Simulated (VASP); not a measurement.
Here is a VASP 6.6.1 calculation.

The input INCAR:

```
SYSTEM = PbO
PREC = Accurate ; ENCUT = 520
EDIFF = 1E-7 ; ISMEAR = 0
SIGMA = 0.01 ; LREAL = .FALSE.
LASPH = .TRUE. ; NELM = 80
ALGO = Normal ; ISIF = 2
LWAVE = .FALSE. ; LCHARG = .TRUE.
GGA = PE ; LELF = .TRUE.
LVHAR = .TRUE. ; NBANDS = 28
```

The input KPOINTS:

```
regular mesh
0
G
  6 6 4
  0 0 0
```

POSCAR

```
PbO
1.0
    4.2399553290      0.0000000000      0.0000000000
   -2.1199776644      3.6719090258      0.0000000000
    0.0000000000      0.0000000000      5.9135610579
Pb O
2 2
Direct
    0.3333333333      0.6666666667     -0.0141857210
    0.6666666667      0.3333333333      0.4858142790
    0.3333333333      0.6666666667      0.3891857210
    0.6666666667      0.3333333333      0.8891857210
```

Potentials or basis: VASP PAW PBE potentials, release 64 (Pb_d, O).

The run is started by

```bash
$ cat potpaw_PBE.64/Pb_d/POTCAR potpaw_PBE.64/O/POTCAR > POTCAR
$ mpirun -np 1 vasp_std > vasp.out
```

Estimate the pressure.

-1.8 GPa.

Estimate the band gap on the k mesh.

2.02 eV (least direct gap 2.30 eV).

Forces on the atoms (eV/Å):
```
Pb   0.000  0.000  0.057
Pb   0.000  0.000  0.057
O    0.000  0.000 -0.057
O    0.000  0.000 -0.057
```

Caveat: spin-orbit coupling is left out, which moves the levels of the heavy elements. A k mesh can miss the band edges.
